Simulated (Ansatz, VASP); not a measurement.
**One calculation of Cu, two programs**

```
Cu
1.0
     1.44279   -1.44279   -1.37608
     1.44279    1.44279   -1.37608
     2.88559    0.00000    2.75216
Cu
2
Direct
  0.06498 0.93502 0.00000
  0.43502 0.56498 0.50000
```

Change from the starting cell: mode 5 (176.7 1/cm) frozen in, largest displacement +0.188 Å.

Alike in both runs: task single point; functional PBEsol; k mesh 20 × 20 × 12; occupations gaussian, width 0.15 eV; no spin polarisation.

|  | VASP | Ansatz |
| --- | --- | --- |
| version | VASP 6.6.1 | Ansatz 0.2.0 |
| potentials or method | VASP PAW PBE potentials, release 64 (Cu), cutoff 520 eV | scalar-relativistic, plane waves, PAW |
| valence electrons in the cell | 22 | 38 |

```csv
,VASP,Ansatz,Ansatz less VASP
gap on the k mesh at the Fermi level (eV),none,none,-
pressure (GPa),5.0,3.7,-1.32
"traceless stress, the component that is largest in VASP (GPa)",7.50,7.50,+0.009
rms of the force components (eV/Å),0.772,0.772,0.0000
```

VASP's potentials were made for PBE, not for PBEsol. Atom by atom the forces differ by 0.000 eV/Å (rms over components). A gap of «none» marks a metal or a gap that the smearing closes. VASP's potentials hold 22 valence electrons a cell and Ansatz's 38, so a difference there can come from the potentials and not from the codes.
